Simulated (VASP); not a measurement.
The system is I.

```xyz
2
Lattice="3.5900 0.0000 0.0000 -1.7950 3.1090 0.0000 0.0000 0.0000 5.8625" Properties=species:S:1:pos:R:3 pbc="T T T"
I     0.0000    2.0727    1.4656
I     1.7950    1.0363    4.3969
```

| Item | Value |
| --- | --- |
| Program | VASP 6.6.1 |
| Task | relaxation of cell and atoms |
| Functional | PBE |
| Potentials or basis | VASP PAW PBE potentials, release 64 (I) |
| Cutoff | 600 eV |
| k mesh | 6 × 6 × 3 |
| Occupations | fermi-dirac, width 0.02 eV |
| Spin | no spin polarisation |

At the start: pressure 2.5 GPa; volume 32.72 Å³/atom.

Q: Where does the relaxation end?

A: Over 12 steps the energy falls by 221.9 meV/atom and the volume is 38.95 Å³/atom (+19.0 %); space group P6_3/mmc (No. 194, to 0.1 Å) before and after.

The path:
```tsv
step	energy change (eV)	largest force (eV/Å)	pressure (GPa)	volume (Å³)
1	0.0000	0.0000	2.54	65.43
2	-0.0564	0.0000	0.24	70.45
3	-0.0626	0.0000	-0.57	72.93
4	-0.1286	0.0000	-1.24	75.09
5	-0.3274	0.0000	-2.04	80.95
6	-0.3593	0.0000	-1.48	88.97
7	-0.3886	0.0000	-1.86	85.22
8	-0.4335	0.0000	0.49	78.02
9	-0.4402	0.0000	-0.22	79.77
10	-0.4402	0.0000	-0.26	79.88
11	-0.4423	0.0000	-0.16	79.14
12	-0.4438	0.0000	0.04	77.89
```

Final structure:
```xyz
2
Lattice="4.3736 0.0000 0.0000 -2.1868 3.7877 0.0000 0.0000 0.0000 4.7021" Properties=species:S:1:pos:R:3 pbc="T T T"
I     0.0000    2.5251    1.1755
I     2.1868    1.2626    3.5266
```

Caveat: the volume moved by over 15 % at a fixed basis, so the end points are rough.
